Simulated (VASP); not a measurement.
# InSb3 (Fm-3m) in VASP: a series of runs

The runs below take InSb3 through relaxation of cell and atoms, with PBEsol.

Program: VASP 6.6.1. These are calculated values, not measurements. Logs are shortened: lines on timing, memory, paths and dates and some standing lists are left out, and cuts for length are marked.

### 1 The cell of the first run

It takes space group Fm-3m (No. 225, cubic). Conventional cell: a = 7.630 Å, b = 7.630 Å, c = 7.630 Å, α = 90.00°, β = 90.00°, γ = 90.00°. Within 4.3 Å of In (site symmetry m-3m) lie 14 Sb at 3.30 to 3.81 Å. Sb (site symmetry m-3m) has 8 Sb at 3.30 Å and 6 In at 3.81 Å within 4.3 Å. Sb (site symmetry -43m) has 4 In at 3.30 Å and 10 Sb at 3.30 to 3.82 Å within 4.3 Å.

### 2 Relaxation of cell and atoms, PBEsol

INCAR

```
PREC = Accurate
ENCUT = 500
EDIFF = 1E-7
ISMEAR = 0
SIGMA = 0.01
LREAL = F
LASPH = T
NELM = 120
ALGO = Normal
ISIF = 3
LWAVE = F
LCHARG = F
GGA = PS
IBRION = 2
NSW = 80
EDIFFG = -0.01
GGA_COMPAT = F
NELMIN = 4
```

KPOINTS

```
regular mesh
0
Gamma
  5 5 5
```

POSCAR

```
InSb3
1.0
    0.0000000000      3.8150000000      3.8150000000
    3.8150000000      0.0000000000      3.8150000000
    3.8150000000      3.8150000000      0.0000000000
In Sb
1 3
Direct
    0.0000000000      0.0000000000      0.0000000000
    0.5000000000      0.5000000000      0.5000000000
    0.2500000000      0.2500000000      0.2500000000
    0.7500000000      0.7500000000      0.7500000000
```

Potentials or basis: VASP PAW PBE potentials, release 64 (In_d, Sb).

Launch:

```sh
cat potpaw_PBE.64/In_d/POTCAR potpaw_PBE.64/Sb/POTCAR > POTCAR
mpirun -np 1 vasp_std > vasp.out
```

OUTCAR:

```text
PREC = Accurate
   ENCUT = 500
   EDIFF = 1E-7
   ISMEAR = 0
   LREAL = F
   LASPH = T
   NELM = 120
   ISIF = 3
   GGA = PS
   IBRION = 2
   NSW = 80
   EDIFFG = -0.01
   NELMIN = 4

 ion  position               nearest neighbor table
   1  0.000  0.000  0.000-   3 3.30   4 3.30   4 3.30   4 3.30   4 3.30   3 3.30   3 3.30   3 3.30
                             2 3.81   2 3.81   2 3.81   2 3.81   2 3.81   2 3.81
   2  0.500  0.500  0.500-   3 3.30   4 3.30   3 3.30   3 3.30   3 3.30   4 3.30   4 3.30   4 3.30
                             1 3.81   1 3.81   1 3.81   1 3.81   1 3.81   1 3.81
   3  0.250  0.250  0.250-   1 3.30   2 3.30   1 3.30   1 3.30   1 3.30   2 3.30   2 3.30   2 3.30

   4  0.750  0.750  0.750-   1 3.30   2 3.30   2 3.30   2 3.30   2 3.30   1 3.30   1 3.30   1 3.30

  LATTYP: Found a face centered cubic cell.
 ALAT       =     7.6300000000

  Lattice vectors:

 A1 = (   0.0000000000,   3.8150000000,   3.8150000000)
 A2 = (   3.8150000000,   0.0000000000,   3.8150000000)
 A3 = (   3.8150000000,   3.8150000000,   0.0000000000)

Analysis of symmetry for initial positions (statically):
=====================================================================
 Subroutine PRICEL returns:
 Original cell was already a primitive cell.

 Routine SETGRP: Setting up the symmetry group for a
 face centered cubic supercell.

 Subroutine GETGRP returns: Found 48 space group operations
 (whereof 48 operations were pure point group operations)
 out of a pool of 48 trial point group operations.

The static configuration has the point symmetry O_h .

Analysis of symmetry for dynamics (positions and initial velocities):
=====================================================================
 Subroutine PRICEL returns:
 Original cell was already a primitive cell.

 Routine SETGRP: Setting up the symmetry group for a
 face centered cubic supercell.

 Subroutine GETGRP returns: Found 48 space group operations
 (whereof 48 operations were pure point group operations)
 out of a pool of 48 trial point group operations.

The dynamic configuration has the point symmetry O_h .

 Subroutine INISYM returns: Found 48 space group operations
 (whereof 48 operations are pure point group operations),
 and found     1 'primitive' translations

----------------------------------------------------------------------------------------

                                     Primitive cell

  volume of cell :     111.0487

  direct lattice vectors                    reciprocal lattice vectors
     0.000000000  3.815000000  3.815000000    -0.131061599  0.131061599  0.131061599
     3.815000000  0.000000000  3.815000000     0.131061599 -0.131061599  0.131061599
     3.815000000  3.815000000  0.000000000     0.131061599  0.131061599 -0.131061599

  length of vectors
     5.395224740  5.395224740  5.395224740     0.227005348  0.227005348  0.227005348

  position of ions in fractional coordinates (direct lattice)
     0.000000000  0.000000000  0.000000000
     0.500000000  0.500000000  0.500000000
     0.250000000  0.250000000  0.250000000
     0.750000000  0.750000000  0.750000000

  ion indices of the primitive-cell ions
   primitive index   ion index
                 1           1
                 2           2
                 3           3
                 4           4

----------------------------------------------------------------------------------------

 KPOINTS: regular mesh

Automatic generation of k-mesh.
 Grid dimensions read from file:
 generate k-points for:    5    5    5

 Generating k-lattice:

  Cartesian coordinates                     Fractional coordinates (reciprocal lattice)
    -0.026212320  0.026212320  0.026212320     0.200000000  0.000000000  0.000000000
     0.026212320 -0.026212320  0.026212320     0.000000000  0.200000000  0.000000000
     0.026212320  0.026212320 -0.026212320     0.000000000  0.000000000  0.200000000

  Length of vectors
     0.045401070  0.045401070  0.045401070

  Shift w.r.t. Gamma in fractional coordinates (k-lattice)
     0.000000000  0.000000000  0.000000000

 Subroutine IBZKPT returns following result:
 ===========================================

 Found     10 irreducible k-points:

 Following reciprocal coordinates:
            Coordinates               Weight
  0.000000  0.000000  0.000000      1.000000
  0.200000  0.000000  0.000000      8.000000
  0.400000  0.000000  0.000000      8.000000
  0.200000  0.200000  0.000000      6.000000
  0.400000  0.200000  0.000000     24.000000
 -0.400000  0.200000  0.000000     24.000000
 -0.200000  0.200000  0.000000     12.000000
  0.400000  0.400000  0.000000      6.000000
 -0.400000  0.400000  0.000000     12.000000
 -0.400000  0.400000  0.200000     24.000000
   k-points           NKPTS =     10   k-points in BZ     NKDIM =     10   number of bands    NBANDS=     18
   number of dos      NEDOS =    301   number of ions     NIONS =      4
   total plane-waves  NPLWV =  64000
   dimension x,y,z NGX =    40 NGY =   40 NGZ =   40
   dimension x,y,z NGXF=    80 NGYF=   80 NGZF=   80
   ions per type =               1   3
   NGX,Y,Z   is equivalent  to a cutoff of  12.33, 12.33, 12.33 a.u.
   NGXF,Y,Z  is equivalent  to a cutoff of  24.65, 24.65, 24.65 a.u.
 SYSTEM =  unknown system
   PREC   = accura    normal or accurate (medium, high low for compatibility)
   ISTART =      0    job   : 0-new  1-cont  2-samecut
   ICHARG =      2    charge: 1-file 2-atom 10-const
   ISPIN  =      1    spin polarized calculation?
   LNONCOLLINEAR =      F non collinear calculations
   LSORBIT =      F    spin-orbit coupling
   LASPH  =      T    aspherical Exc in radial PAW
   ENCUT  =  500.0 eV  36.75 Ry    6.06 a.u.   9.84  9.84  9.84*2*pi/ulx,y,z
   NELM   =    120;   NELMIN=  4; NELMDL= -5     # of ELM steps
   EDIFF  = 0.1E-06   stopping-criterion for ELM
   LREAL  =      F    real-space projection
   EDIFFG = -.1E-01   stopping-criterion for IOM
   NSW    =     80    number of steps for IOM
   IBRION =      2    ionic relax: 0-MD 1-quasi-New 2-CG
   NFREE  =      1    steps in history (QN), initial steepest desc. (CG)
   ISIF   =      3    stress and relaxation
   ISYM   =      2    0-nonsym 1-usesym 2-fastsym
   POTIM  = 0.5000    time-step for ionic-motion
   TEBEG  =    0.0;   TEEND  =   0.0 temperature during run
   PSTRESS=    0.0 pullay stress
   NELECT =      28.0000    total number of electrons
   NUPDOWN=      -1.0000    fix difference up-down
   EMIN   =  10.00;   EMAX   =-10.00  energy-range for DOS
   EFERMI =   0.00;   METHOD = LEGACY
   ISMEAR =     0;   SIGMA  =   0.01  broadening in eV -4-tet -1-fermi 0-gaus
   EFERMI_NEDOS =   21; number of points for ismear=-14 and -15
   IALGO  =     38    algorithm
   IMIX   =      4    mixing-type and parameters
     AMIX     =   0.40;   BMIX     =  1.00
     AMIX_MAG =   1.60;   BMIX_MAG =  1.00
  volume/ion in A,a.u.               =      27.76       187.35
  Fermi-wavevector in a.u.,A,eV,Ry     =   1.034244  1.954438 14.553614  1.069660
  Thomas-Fermi vector in A             =   2.168530
   LORBIT       =      0    0 simple, 1 ext, 2 COOP (PROOUT), +10 PAW based schemes
   GGA     = PS    functional components
   LHFCALC =     F    Hartree Fock is set to
   AEXX    =    0.0000 exact exchange contribution
   IVDW    =     0    specifies the selected vdW correction
   LEPSILON=     F    determine dielectric tensor
   LRPA    =     F    only Hartree local field effects (RPA)
 conjugate gradient relaxation of ions
 non-spin polarized calculation
 Gauss-broadening in eV      SIGMA  =   0.01
  energy-cutoff  :      500.00
  volume of cell :      111.05
 maximum number of plane-waves:      2840
   NGX = 19   NGY = 19   NGZ = 19

--------------------------------------- Ionic step        1  -------------------------------------------

 number of electron      27.9999995 magnetization

 Free energy of the ion-electron system (eV)
  ---------------------------------------------------
  ext. energy  EPLUGINS =         0.00000000
  ---------------------------------------------------
  free energy    TOTEN  =       -16.12499785 eV

  energy without entropy =      -16.12424040  energy(sigma->0) =      -16.12461913

------------------------ aborting loop because EDIFF is reached ----------------------------------------

  FORCE on cell =-STRESS in cart. coord.  units (eV):
  Direction    XX          YY          ZZ          XY          YZ          ZX
  --------------------------------------------------------------------------------------
  -------------------------------------------------------------------------------------
  Total       -2.7914420     -2.7914420     -2.7914420      0.0000000      0.0000000     -0.0000000
  in kB      -40.2740745    -40.2740745    -40.2740745      0.0000000      0.0000000     -0.0000000
  external PRESSURE =     -40.2740745 kB  Pullay stress =       0.0000000 kB
[... 61 lines left out ...]
  energy  without entropy=      -16.2152700954  energy(sigma->0) =      -16.21551692

--------------------------------------- Ionic step        3  -------------------------------------------

 number of electron      28.0000006 magnetization

 Free energy of the ion-electron system (eV)
  ---------------------------------------------------
  ext. energy  EPLUGINS =         0.00000000
  ---------------------------------------------------
  free energy    TOTEN  =       -16.23377651 eV

  energy without entropy =      -16.23328287  energy(sigma->0) =      -16.23352969

 E-fermi :   8.3142     XC(G=0): -10.5141

 val. band max:        8.0760557492   @ k =   0.2000   0.0000   0.0000
 cond. band min:       8.3172801863   @ k =  -0.4000   0.4000   0.0000
 fundamental gap:      0.2412244370
 Fermi energy:         8.3142344843

 k-point     1 :       0.0000    0.0000    0.0000
  band No.  band energies     occupation
      1      -5.8261      2.00000
      2      -5.8261      2.00000
      3      -5.8261      2.00000
      4      -5.7864      2.00000
      5      -5.7864      2.00000
      6      -4.1296      2.00000
[... 10 lines left out ...]
     17       7.7742      2.00000
     18       7.7742      2.00000
[... 218 lines left out ...]
  FREE ENERGIE OF THE ION-ELECTRON SYSTEM (eV)
  ---------------------------------------------------
  free  energy   TOTEN  =       -16.2337765097 eV

  energy  without entropy=      -16.2332828703  energy(sigma->0) =      -16.23352969

 reached required accuracy - stopping structural energy minimisation
```

Wall time 45 s (1 thread of Intel Xeon Platinum 8559C (Emerald Rapids), shared host); peak memory 0.25 GiB.

Results:

- Free energy: -16.2338 eV
- Relaxed volume: 25.77 Å³/atom
- Relaxed cell: a = 5.263 Å, b = 5.263 Å, c = 5.263 Å, α = 60.00°, β = 60.00°, γ = 60.00°
- Space group after relaxing (to 0.1 Å): Fm-3m (No. 225)
- Energy gained by relaxing: 27.2 meV/atom
- Ionic steps: 3
- Pressure after relaxing: 0.0 GPa

Step by step:
```
step  energy change (eV)  largest force (eV/Å)  pressure (GPa)  volume (Å³)
   1              0.0000                0.0000           -4.03       111.05
   2             -0.0908                0.0000            2.03       100.21
   3             -0.1088                0.0000            0.03       103.09
```

Final structure:
```
In Sb
1.0
     0.00000    3.72155    3.72155
     3.72155    0.00000    3.72155
     3.72155    3.72155    0.00000
In Sb
1 3
Direct
  0.00000 0.00000 0.00000
  0.50000 0.50000 0.50000
  0.25000 0.25000 0.25000
  0.75000 0.75000 0.75000
```

Levels at points of the mesh, in eV from the Fermi level:
```tsv
k point	band 12	band 13	band 14	band 15	band 16	band 17
(0.00, 0.00, 0.00)	-2.32	-2.32	-2.32	-1.84	-0.54	-0.54
```

Caveat: the highest band is partly filled, so the run has too few bands; the PAW data sets were made with another functional, which shifts forces and pressure a little; spin-orbit coupling is left out, which moves the levels of the heavy elements.

(Continued in part 2 of 3.)
